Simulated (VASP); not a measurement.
# Mg4O in VASP: further runs

The runs below take Mg4O through single point, with PBEsol.

Everything below comes from runs of VASP 6.6.1. Logs are shortened: lines on timing, memory, paths and dates and some standing lists are left out, and cuts for length are marked.

### 1 The cell of the first run

The cell holds a slab with vacuum, 5 atoms: a = 3.188 Å, b = 5.108 Å, c = 19.136 Å, α = 90.00°, β = 90.00°, γ = 90.00°.

### 2 Single point, PBEsol

Contents of INCAR:

```
PREC = Accurate
ENCUT = 520
EDIFF = 1E-6
ISMEAR = 0
SIGMA = 0.1
LREAL = F
LASPH = T
NELM = 80
ALGO = Normal
ISIF = 2
LWAVE = F
LCHARG = F
LDIPOL = T
IDIPOL = 3
DIPOL = 0.5 0.5 0.331
GGA = PS
NBANDS = 15
```

Contents of KPOINTS:

```
Automatic mesh
0
Gamma
  8 5 1
```

Contents of POSCAR:

```
Mg4O
1.0
    3.1881999939      0.0000000000      0.0000000000
    0.0000000000      5.1084658709      0.0000000000
    0.0000000000      0.0000000000     19.1358427726
Mg O
4 1
Direct
    0.0000000000      0.7500000000      0.2090318178
    0.5000000000      0.2500000000      0.2571276385
    0.5000000000      0.7500000000      0.3576109084
    0.0000000000      0.2500000000      0.3990335238
    0.2500000000      0.5000000000      0.4340922720
```

Potentials or basis: VASP PAW PBE potentials, release 64 (Mg, O).

Run with:

```
cat potpaw_PBE.64/Mg/POTCAR potpaw_PBE.64/O/POTCAR > POTCAR
mpirun -np 1 vasp_std > vasp.out
```

OUTCAR:

```text
PREC = Accurate
   ENCUT = 520
   EDIFF = 1E-6
   ISMEAR = 0
   LREAL = F
   LASPH = T
   NELM = 80
   ISIF = 2
   GGA = PS

 ion  position               nearest neighbor table
   1  0.000  0.750  0.209-   2 3.15   2 3.15   2 3.15   2 3.15   3 3.26   3 3.26
   2  0.500  0.250  0.257-   1 3.15   1 3.15   1 3.15   1 3.15   4 3.15   4 3.15   3 3.20   3 3.20

   3  0.500  0.750  0.358-   5 2.10   4 3.11   4 3.11   4 3.11   4 3.11   2 3.20   2 3.20   1 3.26
                             1 3.26
   4  0.000  0.250  0.399-   5 1.65   5 2.79   3 3.11   3 3.11   3 3.11   3 3.11   2 3.15   2 3.15

   5  0.250  0.500  0.434-   4 1.65   3 2.10   4 2.79

  LATTYP: Found a simple orthorhombic cell.
 ALAT       =     3.1881999939
 B/A-ratio  =     1.6023040840
 C/A-ratio  =     6.0020835610

  Lattice vectors:

 A1 = (   3.1881999939,   0.0000000000,   0.0000000000)
 A2 = (   0.0000000000,   5.1084658709,   0.0000000000)
 A3 = (   0.0000000000,   0.0000000000,  19.1358427726)

Analysis of symmetry for initial positions (statically):
=====================================================================
 Subroutine PRICEL returns:
 Original cell was already a primitive cell.

 Routine SETGRP: Setting up the symmetry group for a
 simple orthorhombic supercell.

 Subroutine GETGRP returns: Found  1 space group operations
 (whereof  1 operations were pure point group operations)
 out of a pool of  8 trial point group operations.

The static configuration has the point symmetry C_1 .

Analysis of symmetry for dynamics (positions and initial velocities):
=====================================================================
 Subroutine PRICEL returns:
 Original cell was already a primitive cell.

 Routine SETGRP: Setting up the symmetry group for a
 simple orthorhombic supercell.

 Subroutine GETGRP returns: Found  1 space group operations
 (whereof  1 operations were pure point group operations)
 out of a pool of  8 trial point group operations.

The dynamic configuration has the point symmetry C_1 .

 Subroutine INISYM returns: Found  1 space group operations
 (whereof  1 operations are pure point group operations),
 and found     1 'primitive' translations

----------------------------------------------------------------------------------------

                                     Primitive cell

  volume of cell :     311.6619

[... 109 lines left out ...]
     AMIX     =   0.40;   BMIX     =  1.00
     AMIX_MAG =   1.60;   BMIX_MAG =  1.00
  volume/ion in A,a.u.               =      62.33       420.64
  Fermi-wavevector in a.u.,A,eV,Ry     =   0.581955  1.099736  4.607912  0.338672
  Thomas-Fermi vector in A             =   1.626667
   LORBIT       =      0    0 simple, 1 ext, 2 COOP (PROOUT), +10 PAW based schemes
   GGA     = PS    functional components
   LHFCALC =     F    Hartree Fock is set to
   AEXX    =    0.0000 exact exchange contribution
   IVDW    =     0    specifies the selected vdW correction
   LEPSILON=     F    determine dielectric tensor
   LRPA    =     F    only Hartree local field effects (RPA)
 non-spin polarized calculation
 Gauss-broadening in eV      SIGMA  =   0.10
  energy-cutoff  :      520.00
  volume of cell :      311.66
 maximum number of plane-waves:      8432
 NGX is ok and might be reduce to    24
   NGX = 11   NGY = 19   NGZ = 71

 number of electron      13.9999997 magnetization

 dipolmoment           0.000000      0.000000      0.183483 electrons x Angstroem

 Free energy of the ion-electron system (eV)
  ---------------------------------------------------
  ext. energy  EPLUGINS =         0.00000000
  ---------------------------------------------------
  free energy    TOTEN  =       -12.87650278 eV

  energy without entropy =      -12.85683845  energy(sigma->0) =      -12.86667062

 E-fermi :  -2.3852     XC(G=0):  -3.4893

 val. band max:       -2.3875363299   @ k =   0.1250   0.4000   0.0000
 cond. band min:      -2.3366503057   @ k =   0.0000   0.0000   0.0000
 fundamental gap:      0.0508860242
 Fermi energy:        -2.3852236552

 k-point     1 :       0.0000    0.0000    0.0000
  band No.  band energies     occupation
      1     -18.9499      2.00000
      2      -8.3400      2.00000
      3      -5.8347      2.00000
      4      -5.2532      2.00000
      5      -4.3608      2.00000
      6      -3.5400      2.00000
      7      -2.9072      2.00000
      8      -2.3367      0.49213
      9      -2.1416      0.00057
     10      -0.1283      0.00000
     11       0.5824      0.00000
     12       0.9328      0.00000
     13       1.7174      0.00000
     14       2.9774      0.00000
[... 347 lines left out ...]
      2      -5.6866      2.00000
      3      -5.0764      2.00000
      4      -4.5747      2.00000
      5      -3.7954      2.00000
      6      -3.4784      2.00000
      7      -2.6860      1.99998
      8      -2.4201      1.37776
      9      -1.1466      0.00000
     10      -0.7115      0.00000
     11       0.1570      0.00000
     12       0.6678      0.00000
     13       1.7189      0.00000
     14       2.2258      0.00000
     15       3.5528      0.00000

------------------------ aborting loop because EDIFF is reached ----------------------------------------

 vacuum level on the upper side and lower side of the slab       (xc-potential included)         0.901        -1.098

  FORCE on cell =-STRESS in cart. coord.  units (eV):
  Direction    XX          YY          ZZ          XY          YZ          ZX
  --------------------------------------------------------------------------------------
  -------------------------------------------------------------------------------------
  Total        1.4734353      3.0647972     -0.9382050      3.9422903      4.3679182      2.7483833
  in kB        7.5745706     15.7553725     -4.8230823     20.2663497     22.4543987     14.1287661
  external PRESSURE =       6.1689536 kB  Pullay stress =       0.0000000 kB

 VOLUME and BASIS-vectors are now :
 -----------------------------------------------------------------------------
  energy-cutoff  :      520.00
  volume of cell :      311.66
      direct lattice vectors                 reciprocal lattice vectors
     3.188199994  0.000000000  0.000000000     0.313656609  0.000000000  0.000000000
     0.000000000  5.108465871  0.000000000     0.000000000  0.195753486  0.000000000
     0.000000000  0.000000000 19.135842773     0.000000000  0.000000000  0.052257954

 POSITION                                       TOTAL-FORCE (eV/Angst)
 -----------------------------------------------------------------------------------
      0.00000      3.83135      4.00000        -0.017215      0.008665      0.140976
      1.59410      1.27712      4.92035        -0.000715     -0.100563     -0.238295
      1.59410      3.83135      6.84319        -0.300459     -1.150982      1.379471
      0.00000      1.27712      7.63584        -3.327817     -3.548708     -1.336066
      0.79705      2.55423      8.30672         3.646207      4.791587      0.053913
 -----------------------------------------------------------------------------------
    total drift:                               -0.000090      0.000065      0.000029

  FREE ENERGIE OF THE ION-ELECTRON SYSTEM (eV)
  ---------------------------------------------------
  free  energy   TOTEN  =       -12.8765027823 eV

  energy  without entropy=      -12.8568384508  energy(sigma->0) =      -12.86667062

 vacuum level on the upper side and lower side of the slab         3.195         1.113
```

OSZICAR:

```text
N       E                     dE             d eps       ncg     rms          rms(c)
DAV:   1     0.760516543673E+02    0.76052E+02   -0.39289E+03   630   0.616E+02
DAV:   2     0.349910311765E+01   -0.72553E+02   -0.61769E+02   892   0.113E+02
DAV:   3    -0.170104717518E+02   -0.20510E+02   -0.20193E+02   823   0.671E+01
[... 16 lines left out ...]
DAV:  20    -0.128764883560E+02   -0.79495E-05   -0.70567E-07   742   0.456E-03    0.111E-03
DAV:  21    -0.128764998945E+02   -0.11538E-04   -0.49042E-07   674   0.251E-03    0.399E-04
DAV:  22    -0.128765015619E+02   -0.16674E-05   -0.68553E-08   658   0.122E-03    0.165E-04
DAV:  23    -0.128765026914E+02   -0.11295E-05   -0.44019E-08   574   0.712E-04    0.184E-04
DAV:  24    -0.128765027823E+02   -0.90926E-07   -0.57778E-09   588   0.323E-04
   1 F= -.12876503E+02 E0= -.12866671E+02  d E =-.196643E-01
```

Wall time 4.9 min (1 thread of Intel Xeon 8259CL, shared host); peak memory 0.39 GiB.

Results:

```yaml
Free_energy: -12.8765 eV
Largest_force: 6.021 eV/Å
Band_gap_on_the_k_mesh: zero (bands 7 and 8 overlap by 0.69 eV)
```

Forces in eV/Å, atoms in the order of the input:
```
Mg  -0.017  0.009  0.141
Mg  -0.001 -0.101 -0.238
Mg  -0.300 -1.151  1.379
Mg  -3.328 -3.549 -1.336
O    3.646  4.792  0.054
```

Caveat: the PAW data sets were made with another functional, which shifts forces and pressure a little.

### 3 Single point, PBEsol

Contents of INCAR:

```
ALGO     = Normal         # electronic algorithm
DIPOL    = 0.5 0.5 0.335
EDIFF    = 1E-6           # SCF threshold, eV
ENCUT    = 520            # plane-wave cutoff, eV
GGA      = PS             # functional
IDIPOL   = 3            
ISIF     = 2              # what is computed and relaxed
ISMEAR   = 0              # smearing method
LASPH    = T              # aspherical terms in the spheres
LCHARG   = F              # write CHGCAR
LDIPOL   = T            
LREAL    = F              # projectors in reciprocal space
LWAVE    = F              # write WAVECAR
NBANDS   = 15             # bands
NELM     = 80             # most SCF steps
PREC     = Accurate       # precision mode
SIGMA    = 0.1            # smearing width, eV
```

Contents of KPOINTS:

```
k-points
0
Gamma
  8 5 1
```

POSCAR, as its differences from that of step 2:

```diff
@@ -12,2 +12,2 @@
     0.0000000000      0.2500000000      0.3990335238
-    0.2500000000      0.5000000000      0.4340922720
+    0.1250000000      0.5000000000      0.4515401689
```

Potentials or basis: VASP PAW PBE potentials, release 64 (Mg, O).

Run with:

```
cat potpaw_PBE.64/Mg/POTCAR potpaw_PBE.64/O/POTCAR > POTCAR
mpirun -np 1 vasp_std > vasp.out
```

Run time: 4.8 min. Hardware: 1 thread of Intel Xeon 8259CL, shared host; peak memory 0.39 GiB.

Results (log left out):

```
Free energy            : -11.8172 eV
Largest force          : 4.737 eV/Å
Band gap on the k mesh : zero (bands 7 and 8 overlap by 0.52 eV)
```

Forces in eV/Å, atoms in the order of the input:
```
Mg  -0.005 -0.011  0.155
Mg   0.007 -0.088 -0.184
Mg  -0.271 -1.183  1.656
Mg  -1.438 -3.135 -1.738
O    1.708  4.418  0.110
```

Levels at points of the mesh, in eV from the Fermi level:
| k point | band 5 | band 6 | band 7 | band 8 | band 9 | band 10 |
| --- | --- | --- | --- | --- | --- | --- |
| (0.00, 0.00, 0.00) | -1.40 | -0.59 | -0.20 | 0.13 | 0.21 | 2.09 |
| (0.50, 0.00, 0.00) | -1.30 | -1.07 | 0.38 | 0.77 | 2.50 | 2.83 |

Caveat: the PAW data sets were made with another functional, which shifts forces and pressure a little.

### 4 Single point, PBEsol

Contents of INCAR:

```
PREC = Accurate
ENCUT = 520
EDIFF = 1E-6
ISMEAR = 0
SIGMA = 0.1
LREAL = F
LASPH = T
NELM = 100
ALGO = Normal
ISIF = 2
LWAVE = F
LCHARG = F
LDIPOL = T
IDIPOL = 3
DIPOL = 0.5 0.5 0.339
GGA = PS
NBANDS = 15
```

Contents of KPOINTS:

```
regular mesh
0
Gamma
  8 5 1
```

POSCAR, as its differences from that of step 3:

```diff
@@ -12,2 +12,2 @@
     0.0000000000      0.2500000000      0.3990335238
-    0.1250000000      0.5000000000      0.4515401689
+    0.2500000000      0.3750000000      0.4719906405
```

Potentials or basis: VASP PAW PBE potentials, release 64 (Mg, O).

Run with:

```
cat potpaw_PBE.64/Mg/POTCAR potpaw_PBE.64/O/POTCAR > POTCAR
mpirun -np 1 vasp_std > vasp.out
```

OUTCAR:

```text
PREC = Accurate
   ENCUT = 520
   EDIFF = 1E-6
   ISMEAR = 0
   LREAL = F
   LASPH = T
   NELM = 100
   ISIF = 2
   GGA = PS

 ion  position               nearest neighbor table
   1  0.000  0.750  0.209-   2 3.15   2 3.15   2 3.15   2 3.15   3 3.26   3 3.26
   2  0.500  0.250  0.257-   1 3.15   1 3.15   1 3.15   1 3.15   4 3.15   4 3.15   3 3.20   3 3.20

   3  0.500  0.750  0.358-   4 3.11   4 3.11   4 3.11   4 3.11   2 3.20   2 3.20   1 3.26   1 3.26

   4  0.000  0.250  0.399-   5 1.73   3 3.11   3 3.11   3 3.11   3 3.11   2 3.15   2 3.15
   5  0.250  0.375  0.472-   4 1.73

  LATTYP: Found a simple orthorhombic cell.
[... 581 lines left out ...]
  -------------------------------------------------------------------------------------
  Total        0.4564100     -0.2762441     -0.7230037      1.0938049      2.3566501      3.5478654
  in kB        2.3462922     -1.4201035     -3.7167853      5.6229835     12.1149618     18.2387080
  external PRESSURE =      -0.9301989 kB  Pullay stress =       0.0000000 kB

 VOLUME and BASIS-vectors are now :
 -----------------------------------------------------------------------------
  energy-cutoff  :      520.00
  volume of cell :      311.66
      direct lattice vectors                 reciprocal lattice vectors
     3.188199994  0.000000000  0.000000000     0.313656609  0.000000000  0.000000000
     0.000000000  5.108465871  0.000000000     0.000000000  0.195753486  0.000000000
     0.000000000  0.000000000 19.135842773     0.000000000  0.000000000  0.052257954

 POSITION                                       TOTAL-FORCE (eV/Angst)
 -----------------------------------------------------------------------------------
      0.00000      3.83135      4.00000        -0.011030      0.009662      0.236602
      1.59410      1.27712      4.92035         0.004338     -0.024559     -0.177590
      1.59410      3.83135      6.84319        -0.193678     -0.544157      0.625025
      0.00000      1.27712      7.63584        -2.210439     -0.797407     -0.786218
      0.79705      1.91567      9.03194         2.410809      1.356460      0.102180
 -----------------------------------------------------------------------------------
    total drift:                                0.000012     -0.000248     -0.000102

  FREE ENERGIE OF THE ION-ELECTRON SYSTEM (eV)
  ---------------------------------------------------
  free  energy   TOTEN  =       -11.0538857251 eV

  energy  without entropy=      -11.0352727839  energy(sigma->0) =      -11.04457925

 vacuum level on the upper side and lower side of the slab         4.857         0.269
```

OSZICAR:

```text
N       E                     dE             d eps       ncg     rms          rms(c)
DAV:   1     0.708949041297E+02    0.70895E+02   -0.39161E+03   630   0.616E+02
DAV:   2     0.436193645197E+01   -0.66533E+02   -0.55829E+02   877   0.110E+02
DAV:   3    -0.162174860823E+02   -0.20579E+02   -0.20161E+02   825   0.658E+01
[... 16 lines left out ...]
DAV:  20    -0.110538429178E+02    0.91601E-05   -0.24111E-04   841   0.511E-02    0.129E-02
DAV:  21    -0.110539144510E+02   -0.71533E-04   -0.98242E-05   718   0.363E-02    0.637E-02
DAV:  22    -0.110538816644E+02    0.32787E-04   -0.18582E-04   858   0.387E-02    0.134E-02
DAV:  23    -0.110538848344E+02   -0.31700E-05   -0.38373E-06   854   0.126E-02    0.891E-03
DAV:  24    -0.110538857251E+02   -0.89069E-06   -0.67605E-06   712   0.842E-03
   1 F= -.11053886E+02 E0= -.11044579E+02  d E =-.186129E-01
```

Run time: 4.8 min. Hardware: 1 thread of Intel Xeon 8259CL, shared host; peak memory 0.39 GiB.

Results:

| Item | Value |
| --- | --- |
| Free energy | -11.0539 eV |
| Largest force | 2.768 eV/Å |
| Band gap on the k mesh | zero (bands 7 and 8 overlap by 0.56 eV) |

Forces on the atoms (eV/Å):
```
Mg  -0.011  0.010  0.237
Mg   0.004 -0.025 -0.178
Mg  -0.194 -0.544  0.625
Mg  -2.210 -0.797 -0.786
O    2.411  1.356  0.102
```

Levels at points of the mesh, in eV from the Fermi level:
```
           k point  band 3  band 4  band 5  band 6  band 7  band 8  band 9  band 10  band 11  band 12
(0.00, 0.00, 0.00)   -3.52   -1.29   -1.11   -0.54   -0.02    0.00    0.43     1.91     2.40     3.31
(0.50, 0.00, 0.00)   -2.42   -1.59   -0.99   -0.62    0.37    0.57    2.53     2.84     3.04     3.53
```

Caveat: the PAW data sets were made with another functional, which shifts forces and pressure a little.

### 5 Single point, PBEsol

Contents of INCAR:

```
ALGO = Normal ; DIPOL = 0.5 0.5 0.331
EDIFF = 1E-6 ; ENCUT = 520
GGA = PS ; IDIPOL = 3
ISIF = 2 ; ISMEAR = 0
LASPH = T ; LCHARG = T
LDIPOL = T ; LELF = T
LREAL = F ; LVACPOTAV = T
LVHAR = T ; LWAVE = F
NBANDS = 15 ; NELM = 80
PREC = Accurate ; SIGMA = 0.1
```

Contents of KPOINTS:

```
k-points
0
Gamma
  8 5 1
```

POSCAR, as its differences from that of step 4:

```diff
@@ -12,2 +12,2 @@
     0.0000000000      0.2500000000      0.3990335238
-    0.2500000000      0.3750000000      0.4719906405
+    0.2500000000      0.6250000000      0.4327635422
```

Run with:

```
cat potpaw_PBE.64/Mg/POTCAR potpaw_PBE.64/O/POTCAR > POTCAR
mpirun -np 1 vasp_std > vasp.out
```

Wall time 4.2 min (1 thread of Intel Xeon 8259CL, shared host); peak memory 0.4 GiB.

Results (log left out):

```
Free energy            : -13.0080 eV
Largest force          : 2.944 eV/Å
Band gap on the k mesh : zero (bands 7 and 8 overlap by 0.50 eV)
```

Forces in eV/Å, atoms in the order of the input:
```
Mg  -0.002 -0.003  0.094
Mg   0.032 -0.118 -0.163
Mg   1.495  0.593 -0.966
Mg   0.395  1.759  0.985
O   -1.920 -2.231  0.049
```

Levels at points of the mesh, in eV from the Fermi level:
```tsv
k point	band 5	band 6	band 7	band 8	band 9	band 10
(0.00, 0.00, 0.00)	-1.94	-0.89	-0.49	-0.15	0.43	2.23
(0.50, 0.00, 0.00)	-1.86	-1.42	0.24	0.95	2.57	2.88
```

Caveat: the PAW data sets were made with another functional, which shifts forces and pressure a little.

(Part 1 of 2 ends here.)
